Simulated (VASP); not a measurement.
The system is Mg5O.

```
CELL_PARAMETERS angstrom
3.10000 0.00000 0.00000
-1.55000 2.68468 0.00000
0.00000 0.00000 11.50000
ATOMIC_POSITIONS crystal
Mg 0.33333 0.66667 0.11000
Mg 0.66667 0.33333 0.89000
Mg 0.00000 0.00000 0.50000
Mg 0.33333 0.66667 0.69500
Mg 0.66667 0.33333 0.30500
O 0.00000 0.00000 0.00000
```

```yaml
Program: VASP 6.6.1
Task: relaxation of cell and atoms
Functional: PBE
Potentials_or_basis: VASP PAW PBE potentials, release 64 (Mg, O)
Cutoff: 600 eV
k_mesh: 6 × 6 × 2
Occupations: gaussian, width 0.2 eV
Spin: no spin polarisation
```

At the start: pressure 8.3 GPa; volume 15.95 Å³/atom.

**Question.** Where does the relaxation end?

**Answer.** Over 9 steps the energy falls by 114.4 meV/atom and the volume is 18.22 Å³/atom (+14.2 %); space group P-3m1 (No. 164, to 0.05 Å).

The path:
```
step  energy change (eV)  largest force (eV/Å)  pressure (GPa)  volume (Å³)
   1              0.0000                1.3971            8.32        95.71
   2             -0.5515                0.7617            0.27       107.56
   3             -0.5814                0.6982           -1.44       111.63
   4             -0.6452                0.2558           -0.27       109.79
   5             -0.6560                0.2916            0.43       108.77
   6             -0.6673                0.2438            0.12       109.38
   7             -0.6763                0.1666           -0.39       110.49
   8             -0.6849                0.0831           -0.01       109.78
   9             -0.6864                0.0524            0.24       109.33
```

Final structure:
```
Mg O
1.0
     3.13870    0.00000    0.00000
    -1.56935    2.71820    0.00000
     0.00000    0.00000   12.81455
Mg O
5 1
Direct
  0.33333 0.66667 0.09579
  0.66667 0.33333 0.90421
  0.00000 0.00000 0.50000
  0.33333 0.66667 0.70181
  0.66667 0.33333 0.29819
  0.00000 0.00000 0.00000
```

Caveat: the k points lie up to 0.39 Å⁻¹ apart in the final cell; the relaxation stopped at a loose force limit of 0.08 eV/Å, so its end isn't a converged minimum.
